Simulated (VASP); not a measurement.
Wanted: the native input for a VASP 6.6.1 run.

```
Task                   : single point
Functional             : PBE
Dispersion             : D3(BJ)
Potentials or basis    : VASP PAW PBE potentials, release 64 (Pb_d, S)
Cutoff                 : 520 eV
k mesh                 : 6 × 6 × 6
Occupations            : fermi-dirac, width 0.02 eV
Spin                   : no spin polarisation
Dipole correction      : no
Further INCAR settings : ALGO = Normal; EDIFF = 1e-06; NBANDS = 17
```

The structure of PbS lies in POSCAR:

```
PbS
1.0
    2.0976721164      1.2110915611      3.4256367554
   -2.0976721164      1.2110915611      3.4256367554
    0.0000000000     -2.4221831222      3.4256367554
Pb S
1 1
Direct
    0.9781759966      0.9781759966      0.9781759966
    0.4774253334      0.4774253334      0.4774253334
```

These files were run (other wordings do the same):

INCAR

```
  PREC = Accurate
  ENCUT = 520
  EDIFF = 1E-6
  ISMEAR = -1
  SIGMA = 0.02
  LREAL = False
  LASPH = True
  NELM = 100
  ALGO = Normal
  ISIF = 2
  LWAVE = False
  LCHARG = True
  GGA = PE
  IVDW = 12
  LELF = True
  LVHAR = True
  NBANDS = 17
```

KPOINTS

```
Automatic mesh
0
Gamma
  6 6 6
```

Potentials or basis: VASP PAW PBE potentials, release 64 (Pb_d, S).

The run is started by

```bash
$ cat potpaw_PBE.64/Pb_d/POTCAR potpaw_PBE.64/S/POTCAR > POTCAR
$ mpirun -np 1 vasp_std > vasp.out
```

It gave:

| Property | Result |
| --- | --- |
| Pressure | -0.1 GPa |
| Band gap on the k mesh | 0.37 eV |
| Dispersion energy per atom | -0.347 eV |

Caveat: spin-orbit coupling is left out, which moves the levels of the heavy elements.

Wall time 29 s on 1 thread of Intel(R) Xeon(R) Platinum 8259CL CPU @ 2.50GHz (Skylake/Cascade Lake), on a shared host, peak memory 0.2 GiB.
